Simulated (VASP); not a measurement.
Here is a VASP 6.6.1 calculation.

The input INCAR:

```
PREC = Accurate
ENCUT = 520
EDIFF = 1E-8
ISMEAR = 0
SIGMA = 0.03
LREAL = F
LASPH = T
NELM = 60
ALGO = Normal
ISIF = 2
LWAVE = F
LCHARG = T
NBANDS = 16
IBRION = 8
NSW = 1
```

KPOINTS

```
Automatic mesh
0
Gamma
  16 16 6
```

Contents of POSCAR:

```
C
1.0
    1.2227846672      2.1166507485      0.0000000000
    1.2227846672     -2.1166507485      0.0000000000
    0.0000000000      0.0000000000     -6.7194983675
C
4
Direct
    0.1667065656      0.8332934344      0.0000000000
    0.6667065656      0.3332934344      0.5000000000
    0.8332934344      0.1667065656      1.0000000000
    0.3332934344      0.6667065656      0.5000000000
```

Potentials or basis: VASP PAW LDA potentials, release 64 (C).

Run with:

```bash
$ cat potpaw_LDA.64/C/POTCAR > POTCAR
$ mpirun -np 1 vasp_std > vasp.out
```

Q: What does it give for the highest phonon frequency at Γ?

A: 1610 cm⁻¹.

Q: Predict the most unstable mode.

A: 33i cm⁻¹.

Phonon frequencies in cm⁻¹ (negative: imaginary):
```
              q point                                   frequencies
(0.000, 0.000, 0.000)  -33 0 0 0 54 112 884 887 1595 1597 1603 1610
```

Caveat: some modes are imaginary.
